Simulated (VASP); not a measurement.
Input of a VASP 6.6.1 run:

INCAR

```
SYSTEM = PbS
  PREC = Accurate
  ENCUT = 520
  EDIFF = 1E-7
  ISMEAR = 0
  SIGMA = 0.01
  LREAL = .False.
  LASPH = .True.
  NELM = 100
  ALGO = Normal
  ISIF = 2
  LWAVE = .False.
  LCHARG = .False.
  GGA = PE
  NBANDS = 17
```

KPOINTS

```
Automatic mesh
0
Gamma
  4 4 4
  0 0 0
```

Contents of POSCAR:

```
PbS
1.0
   -0.0409198569      2.9761851461      2.9761851461
    2.9761851461     -0.0409198569      2.9761851461
    2.9761851461      2.9761851461     -0.0409198569
Pb S
1 1
Direct
    0.0000000000      0.0000000000      0.0000000000
    0.5000000000      0.5000000000      0.5000000000
```

Potentials or basis: VASP PAW PBE potentials, release 64 (Pb_d, S).

Launch:

```console
$ cat potpaw_PBE.64/Pb_d/POTCAR potpaw_PBE.64/S/POTCAR > POTCAR
$ mpirun -np 1 vasp_std > vasp.out
```

What does it give for the band gap on the k mesh?

0.35 eV (least direct gap 0.45 eV).

What does it give for the pressure?

0.4 GPa.

Stress tensor (GPa, compression positive):
```
0.43 0.28 0.28
0.28 0.43 0.28
0.28 0.28 0.43
```

Caveat: the k points lie up to 0.45 Å⁻¹ apart; the cell differs from its parent crystal (epitaxial 111 strain +1.0%); spin-orbit coupling is left out, which moves the levels of the heavy elements. A k mesh can miss the band edges.
